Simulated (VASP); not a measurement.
# Mg (I4/mmm) in VASP: notebook

The runs below take Mg through single point, with LDA.

Everything below comes from runs of VASP 6.6.1. Logs are shortened: lines on timing, memory, paths and dates and some standing lists are left out, and cuts for length are marked.

## (1) The cell of the first run

The structure is tetragonal, space group I4/mmm (No. 139). Conventional cell: a = 2.953 Å, b = 2.953 Å, c = 2.894 Å, α = 90.00°, β = 90.00°, γ = 90.00°. Mg (site symmetry 4/mmm) has 14 Mg at 2.54 to 2.95 Å within 3.4 Å.

## (2) Single point, LDA (zz strain of -2 %)

File INCAR:

```
SYSTEM = Mg
PREC = Accurate
ENCUT = 520
EDIFF = 1E-6
ISMEAR = -1
SIGMA = 0.03
LREAL = .False.
LASPH = .True.
NELM = 60
ALGO = Normal
ISIF = 2
LWAVE = .False.
LCHARG = .False.
NBANDS = 7
```

File KPOINTS:

```
regular mesh
0
Gamma
  19 19 19
  0 0 0
```

File POSCAR:

```
Mg
1.0
   -1.4765000000      1.4765000000      1.4469700000
    1.4765000000     -1.4765000000      1.4469700000
    1.4765000000      1.4765000000     -1.4469700000
Mg
1
Direct
    0.0000000000      0.0000000000      0.0000000000
```

Potentials or basis: VASP PAW LDA potentials, release 64 (Mg).

On the command line:

```
$ cat potpaw_LDA.64/Mg/POTCAR > POTCAR
$ mpirun -np 1 vasp_std > vasp.out
```

OUTCAR:

```text
SYSTEM = Mg
   PREC = Accurate
   ENCUT = 520
   EDIFF = 1E-6
   ISMEAR = -1
   LREAL = .False.
   LASPH = .True.
   NELM = 60
   ISIF = 2

 ion  position               nearest neighbor table
   1  0.000  0.000  0.000-

  LATTYP: Found a body centered tetragonal cell.
 ALAT       =     2.9530000000
 C/A-ratio  =     0.9800000000

  Lattice vectors:

 A1 = (  -1.4765000000,   1.4765000000,   1.4469700000)
 A2 = (   1.4765000000,  -1.4765000000,   1.4469700000)
 A3 = (   1.4765000000,   1.4765000000,  -1.4469700000)

Analysis of symmetry for initial positions (statically):
=====================================================================
 Subroutine PRICEL returns:
 Original cell was already a primitive cell.

 Routine SETGRP: Setting up the symmetry group for a
 body centered tetragonal supercell.

 Subroutine GETGRP returns: Found 16 space group operations
 (whereof 16 operations were pure point group operations)
 out of a pool of 16 trial point group operations.

The static configuration has the point symmetry D_4h.

Analysis of symmetry for dynamics (positions and initial velocities):
=====================================================================
 Subroutine PRICEL returns:
 Original cell was already a primitive cell.

 Routine SETGRP: Setting up the symmetry group for a
 body centered tetragonal supercell.

 Subroutine GETGRP returns: Found 16 space group operations
 (whereof 16 operations were pure point group operations)
 out of a pool of 16 trial point group operations.

The dynamic configuration has the point symmetry D_4h.

 Subroutine INISYM returns: Found 16 space group operations
 (whereof 16 operations are pure point group operations),
 and found     1 'primitive' translations

----------------------------------------------------------------------------------------

                                     Primitive cell

  volume of cell :      12.6179

  direct lattice vectors                    reciprocal lattice vectors
    -1.476500000  1.476500000  1.446970000     0.000000000  0.338638673  0.345549666
     1.476500000 -1.476500000  1.446970000     0.338638673  0.000000000  0.345549666
     1.476500000  1.476500000 -1.446970000     0.338638673  0.338638673  0.000000000

  length of vectors
     2.540438285  2.540438285  2.540438285     0.483818894  0.483818894  0.478907403

  position of ions in fractional coordinates (direct lattice)
     0.000000000  0.000000000  0.000000000

  ion indices of the primitive-cell ions
   primitive index   ion index
                 1           1

----------------------------------------------------------------------------------------

 KPOINTS: regular mesh

Automatic generation of k-mesh.
 Grid dimensions read from file:
 generate k-points for:   19   19   19

 Generating k-lattice:

  Cartesian coordinates                     Fractional coordinates (reciprocal lattice)
     0.000000000  0.017823088  0.018186825     0.052631579 -0.000000000  0.000000000
     0.017823088  0.000000000  0.018186825    -0.000000000  0.052631579  0.000000000
     0.017823088  0.017823088  0.000000000     0.000000000  0.000000000  0.052631579

  Length of vectors
     0.025464152  0.025464152  0.025205653

  Shift w.r.t. Gamma in fractional coordinates (k-lattice)
     0.000000000  0.000000000  0.000000000

 Subroutine IBZKPT returns following result:
 ===========================================

 Found    550 irreducible k-points:

 Following reciprocal coordinates:
            Coordinates               Weight
  0.000000  0.000000  0.000000      1.000000
  0.052632  0.000000 -0.000000      8.000000
  0.105263  0.000000 -0.000000      8.000000
  0.157895 -0.000000  0.000000      8.000000
  0.210526  0.000000  0.000000      8.000000
  0.263158  0.000000 -0.000000      8.000000
[... 16 lines left out ...]
 -0.315789  0.052632  0.000000     16.000000
 -0.263158  0.052632 -0.000000     16.000000
 [... further k-points ...]
   k-points           NKPTS =    550   k-points in BZ     NKDIM =    550   number of bands    NBANDS=      7
   number of dos      NEDOS =    301   number of ions     NIONS =      1
   total plane-waves  NPLWV =   8000
   dimension x,y,z NGX =    20 NGY =   20 NGZ =   20
   dimension x,y,z NGXF=    40 NGYF=   40 NGZF=   40
   ions per type =               1
   NGX,Y,Z   is equivalent  to a cutoff of  13.09, 13.09, 13.09 a.u.
   NGXF,Y,Z  is equivalent  to a cutoff of  26.18, 26.18, 26.18 a.u.
 SYSTEM =  Mg
   PREC   = accura    normal or accurate (medium, high low for compatibility)
   ISTART =      0    job   : 0-new  1-cont  2-samecut
   ICHARG =      2    charge: 1-file 2-atom 10-const
   ISPIN  =      1    spin polarized calculation?
   LNONCOLLINEAR =      F non collinear calculations
   LSORBIT =      F    spin-orbit coupling
   LASPH  =      T    aspherical Exc in radial PAW
   ENCUT  =  520.0 eV  38.22 Ry    6.18 a.u.   4.72  4.72  4.72*2*pi/ulx,y,z
   NELM   =     60;   NELMIN=  2; NELMDL= -5     # of ELM steps
   EDIFF  = 0.1E-05   stopping-criterion for ELM
   LREAL  =      F    real-space projection
   EDIFFG = 0.1E-04   stopping-criterion for IOM
   NSW    =      0    number of steps for IOM
   IBRION =     -1    ionic relax: 0-MD 1-quasi-New 2-CG
   NFREE  =      0    steps in history (QN), initial steepest desc. (CG)
   ISIF   =      2    stress and relaxation
   ISYM   =      2    0-nonsym 1-usesym 2-fastsym
   POTIM  = 0.5000    time-step for ionic-motion
   TEBEG  =    0.0;   TEEND  =   0.0 temperature during run
   PSTRESS=    0.0 pullay stress
   NELECT =       2.0000    total number of electrons
   NUPDOWN=      -1.0000    fix difference up-down
   EMIN   =  10.00;   EMAX   =-10.00  energy-range for DOS
   EFERMI =   0.00;   METHOD = LEGACY
   ISMEAR =    -1;   SIGMA  =   0.03  broadening in eV -4-tet -1-fermi 0-gaus
   EFERMI_NEDOS =   21; number of points for ismear=-14 and -15
   IALGO  =     38    algorithm
   IMIX   =      4    mixing-type and parameters
     AMIX     =   0.40;   BMIX     =  1.00
     AMIX_MAG =   1.60;   BMIX_MAG =  1.00
  volume/ion in A,a.u.               =      12.62        85.15
  Fermi-wavevector in a.u.,A,eV,Ry     =   0.885977  1.674255 10.679976  0.784956
  Thomas-Fermi vector in A             =   2.007083
   LORBIT       =      0    0 simple, 1 ext, 2 COOP (PROOUT), +10 PAW based schemes
   GGA     = CA    functional components
   LHFCALC =     F    Hartree Fock is set to
   AEXX    =    0.0000 exact exchange contribution
   IVDW    =     0    specifies the selected vdW correction
   LEPSILON=     F    determine dielectric tensor
   LRPA    =     F    only Hartree local field effects (RPA)
 non-spin polarized calculation
  energy-cutoff  :      520.00
  volume of cell :       12.62
 maximum number of plane-waves:       368
   NGX =  9   NGY =  9   NGZ =  9

 number of electron       2.0000000 magnetization

 Free energy of the ion-electron system (eV)
  ---------------------------------------------------
  ext. energy  EPLUGINS =         0.00000000
  ---------------------------------------------------
  free energy    TOTEN  =        -0.71304036 eV

  energy without entropy =       -0.71206573  energy(sigma->0) =       -0.71255305

 E-fermi :   6.5821     XC(G=0): -10.8420

 val. band max:        6.5700445035   @ k =  -0.3684   0.4737   0.3158
 cond. band min:       6.5873933574   @ k =   0.3158   0.3158   0.0526
 fundamental gap:      0.0173488539
 Fermi energy:         6.5821299993

 k-point     1 :       0.0000    0.0000    0.0000
  band No.  band energies     occupation
      1      -3.3692      2.00000
      2      23.5963      0.00000
      3      24.1954      0.00000
      4      24.1954      0.00000
      5      26.5532      0.00000
      6      27.2289      0.00000
      7      28.6691      0.00000

 k-point     2 :       0.0526    0.0000   -0.0000
  band No.  band energies     occupation
      1      -3.2707      2.00000
      2      23.2200      0.00000
      3      23.2981      0.00000
      4      23.9196      0.00000
      5      25.8642      0.00000
      6      26.3410      0.00000
      7      29.3920      0.00000

 k-point     3 :       0.1053    0.0000   -0.0000
  band No.  band energies     occupation
      1      -2.9764      2.00000
      2      21.0554      0.00000
      3      22.2165      0.00000
      4      23.5304      0.00000
      5      25.0465      0.00000
      6      25.7949      0.00000
      7      30.6006      0.00000

 k-point     4 :       0.1579   -0.0000    0.0000
  band No.  band energies     occupation
      1      -2.4897      2.00000
      2      18.5578      0.00000
      3      21.0840      0.00000
      4      23.1172      0.00000
      5      24.1103      0.00000
      6      25.6817      0.00000
      7      30.9806      0.00000

 k-point     5 :       0.2105    0.0000    0.0000
  band No.  band energies     occupation
      1      -1.8161      2.00000
      2      16.1181      0.00000
      3      20.0343      0.00000
      4      22.7059      0.00000
      5      23.2776      0.00000
      6      25.5413      0.00000
      7      31.1272      0.00000
[... 161 lines left out ...]
 k-point    22 :      -0.3684    0.0526    0.0000
  band No.  band energies     occupation
      1       0.6876      2.00000
      2      10.6387      0.00000
      3      17.3842      0.00000
      4      21.6262      0.00000
      5      22.2084      0.00000
      6      25.5358      0.00000
      7      31.7115      0.00000

 k-point    23 :      -0.3158    0.0526    0.0000
  band No.  band energies     occupation
      1      -0.4133      2.00000
      2      12.7422      0.00000
      3      17.9955      0.00000
      4      21.9767      0.00000
      5      22.6720      0.00000
      6      25.8497      0.00000
      7      31.0961      0.00000

 k-point    24 :      -0.2632    0.0526   -0.0000
  band No.  band energies     occupation
      1      -1.3499      2.00000
      2      14.9778      0.00000
      3      18.7750      0.00000
      4      22.3992      0.00000
      5      23.2560      0.00000
      6      26.1066      0.00000
      7      30.6761      0.00000

 [... further k-points ...]
[... 5 lines left out ...]
  --------------------------------------------------------------------------------------
  -------------------------------------------------------------------------------------
  Total        4.7437736      4.7437736      4.8007096      0.0000000      0.0000000      0.0000000
  in kB      602.3488923    602.3488923    609.5784377      0.0000000      0.0000000      0.0000000
  external PRESSURE =     604.7587407 kB  Pullay stress =       0.0000000 kB

 VOLUME and BASIS-vectors are now :
 -----------------------------------------------------------------------------
  energy-cutoff  :      520.00
  volume of cell :       12.62
      direct lattice vectors                 reciprocal lattice vectors
    -1.476500000  1.476500000  1.446970000     0.000000000  0.338638673  0.345549666
     1.476500000 -1.476500000  1.446970000     0.338638673  0.000000000  0.345549666
     1.476500000  1.476500000 -1.446970000     0.338638673  0.338638673  0.000000000

 POSITION                                       TOTAL-FORCE (eV/Angst)
 -----------------------------------------------------------------------------------
      0.00000      0.00000      0.00000        -0.000000     -0.000000      0.000000
 -----------------------------------------------------------------------------------
    total drift:                                0.000000      0.000000     -0.000000

  FREE ENERGIE OF THE ION-ELECTRON SYSTEM (eV)
  ---------------------------------------------------
  free  energy   TOTEN  =        -0.7130403558 eV

  energy  without entropy=       -0.7120657344  energy(sigma->0) =       -0.71255305
```

It took 20 s on 1 thread of Intel Xeon Platinum 8375C at 2.90GHz (Ice Lake), shared host; peak memory 0.16 GiB.

What came out:

| Property | Result |
| --- | --- |
| Free energy | -0.7130 eV |
| Pressure | 60.5 GPa |
| Band gap on the k mesh | zero (band 1 reaches 10.11 eV, above the bottom of band 2 at 5.57 eV) |

Caveat: the cell differs from its parent crystal (zz strain of -2 %).

## (3) Single point, LDA (zz strain of -1 %)

File INCAR:

```
SYSTEM = Mg
ALGO = Normal
EDIFF = 1E-7
ENCUT = 520
GGA = CA
ISIF = 2
ISMEAR = -1
LASPH = .TRUE.
LCHARG = .FALSE.
LREAL = .FALSE.
LWAVE = .FALSE.
NBANDS = 7
NELM = 100
PREC = Accurate
SIGMA = 0.03
```

File KPOINTS:

```
k-points
0
G
  19 19 19
  0 0 0
```

File POSCAR:

```
Mg
1.0
   -1.4765000000      1.4765000000      1.4617350000
    1.4765000000     -1.4765000000      1.4617350000
    1.4765000000      1.4765000000     -1.4617350000
Mg
1
Direct
    0.0000000000      0.0000000000      0.0000000000
```

Potentials or basis: VASP PAW LDA potentials, release 64 (Mg).

On the command line:

```
$ cat potpaw_LDA.64/Mg/POTCAR > POTCAR
$ mpirun -np 1 vasp_std > vasp.out
```

Wall time 24 s (1 thread of Intel Xeon Platinum 8375C at 2.90GHz (Ice Lake), shared host); peak memory 0.16 GiB.

Results (log left out):

```yaml
Free_energy: -0.7610 eV
Pressure: 58.1 GPa
Band_gap_on_the_k_mesh: zero (band 1 reaches 9.93 eV, above the bottom of band 2 at 5.53 eV)
```

Stress tensor (GPa, compression positive):
```
58.07  0.00  0.00
 0.00 58.07  0.00
 0.00  0.00 58.31
```

Levels at points of the mesh, in eV from the Fermi level:
```tsv
k point	band 1	band 2	band 3	band 4	band 5	band 6
(0.00, 0.00, 0.00)	-9.91	17.11	17.40	17.40	20.02	20.35
```

Caveat: the cell differs from its parent crystal (zz strain of -1 %).
